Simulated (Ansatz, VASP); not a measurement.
One calculation of BP, two programs

```
B P
1.0
     0.00000    2.17932    2.17932
     2.17932    0.00000    2.17932
     2.17932    2.17932    0.00000
B P
1 1
Direct
  0.00000 0.00000 0.00000
  0.25000 0.25000 0.25000
```

Change from the starting cell: volume scaled by 0.88, LAPW.

Alike in both runs: task single point; functional PBE; k mesh 15 × 15 × 15; occupations fermi-dirac, width 0.08 eV; no spin polarisation.

|  | VASP | Ansatz |
| --- | --- | --- |
| version | VASP 6.6.1 | Ansatz 0.2.0 |
| potentials or method | VASP PAW PBE potentials, release 64 (B, P), cutoff 520 eV | all-electron LAPW, scalar-relativistic |

Ansatz gave:

```
pressure (GPa) : 26.3
```

**Question.** What did VASP give for the same quantities?

**Answer.** Pressure (GPa): 26.0.

Ansatz ran all-electron here, and VASP with PAW potentials.
